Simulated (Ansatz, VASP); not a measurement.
## Si2W in VASP and in Ansatz

```
Si W
1.0
     4.54286    0.00000    0.00000
    -2.27143    3.93423    0.00000
     0.00000    0.00000    6.85790
Si W
6 3
Direct
  0.80506 0.61013 0.50000
  0.19494 0.80506 0.83333
  0.61013 0.80506 0.16667
  0.19494 0.38987 0.50000
  0.80506 0.19494 0.83333
  0.38987 0.19494 0.16667
  0.00000 0.50000 0.16667
  0.50000 0.50000 0.83333
  0.50000 0.00000 0.50000
```

Alike in both runs: task single point; functional PBE; k mesh 9 × 9 × 6; occupations gaussian, width 0.03 eV; no spin polarisation.

|  | VASP | Ansatz |
| --- | --- | --- |
| version | VASP 6.6.1 | Ansatz 0.2.0 |
| potentials or method | VASP PAW PBE potentials, release 64 (Si, W_sv), cutoff 520 eV | scalar-relativistic, plane waves, PAW |
| valence electrons in the cell | 66 | 66 |

```csv
,VASP,Ansatz,Ansatz less VASP
gap on the k mesh at the Fermi level (eV),0.23,0.23,+0.001
least direct gap on the mesh (eV),0.70,0.70,+0.002
pressure (GPa),9.6,9.6,-0.02
"traceless stress, the component that is largest in VASP (GPa)",-11.18,-11.23,-0.049
rms of the force components (eV/Å),1.802,1.802,+0.0001
```

Atom by atom the forces differ by 0.000 eV/Å (rms over components).

Neither program's run includes spin-orbit coupling.
